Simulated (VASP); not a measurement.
Input of a VASP 6.6.1 run:

The input INCAR:

```
SYSTEM = P
PREC     = Accurate       ! precision mode
ENCUT    = 520            ! plane-wave cutoff, eV
EDIFF    = 1E-6           ! SCF threshold, eV
ISMEAR   = -1             ! smearing method
SIGMA    = 0.08           ! smearing width, eV
LREAL    = .FALSE.        ! projectors in reciprocal space
LASPH    = .TRUE.         ! aspherical terms in the spheres
NELM     = 100            ! most SCF steps
ALGO     = Normal         ! electronic algorithm
ISIF     = 2              ! what is computed and relaxed
LWAVE    = .FALSE.        ! write WAVECAR
LCHARG   = .FALSE.        ! write CHGCAR
GGA      = PE             ! functional
NBANDS   = 8              ! bands
```

The input KPOINTS:

```
regular mesh
0
G
  19 19 19
  0 0 0
```

File POSCAR:

```
P
1.0
    0.0000000000      1.7089060602      1.7089060602
    1.7089060602      0.0000000000      1.7089060602
    1.7089060602      1.7089060602      0.0000000000
P
1
Direct
    0.0000000000      0.0000000000      0.0000000000
```

Potentials or basis: VASP PAW PBE potentials, release 64 (P).

The run is started by

```console
$ cat potpaw_PBE.64/P/POTCAR > POTCAR
$ mpirun -np 1 vasp_std > vasp.out
```

(1) Estimate the pressure.

## Answers

(1) 70.8 GPa.
